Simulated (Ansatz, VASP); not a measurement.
Ge in VASP and in Ansatz

```
Ge
1.0
     0.00000    2.77219    2.82877
     2.77219    0.00000    2.82877
     2.77219    2.77219    0.00000
Ge
2
Direct
  0.50000 0.50000 0.50000
  0.75000 0.75000 0.75000
```

Change from the starting cell: equal xx and yy strain of -2 %, crystal datasets.

Alike in both runs: task electric field gradients; functional PBE; k mesh 10 × 10 × 10; occupations fermi-dirac, width 0.05 eV; no spin polarisation.

```csv
,VASP,Ansatz
version,VASP 6.6.1,Ansatz 0.2.0
potentials or method,"VASP PAW PBE potentials, release 64 (Ge_d), cutoff 520 eV","all-electron PAW with datasets made for the crystal, scalar-relativistic"
```

Ansatz gave:

* pressure (GPa): 7.0
* traceless stress, the component that is largest in VASP (GPa): -1.02
* size of Vzz on the site where it differs most (V/Å²): 0.4

Problem. Estimate VASP's values.

Solution. Pressure (GPa): 6.9; traceless stress, the component that is largest in VASP (GPa): -1.03; size of Vzz on the site where it differs most (V/Å²): 0.2.

Ansatz ran all-electron here, and VASP with PAW potentials.
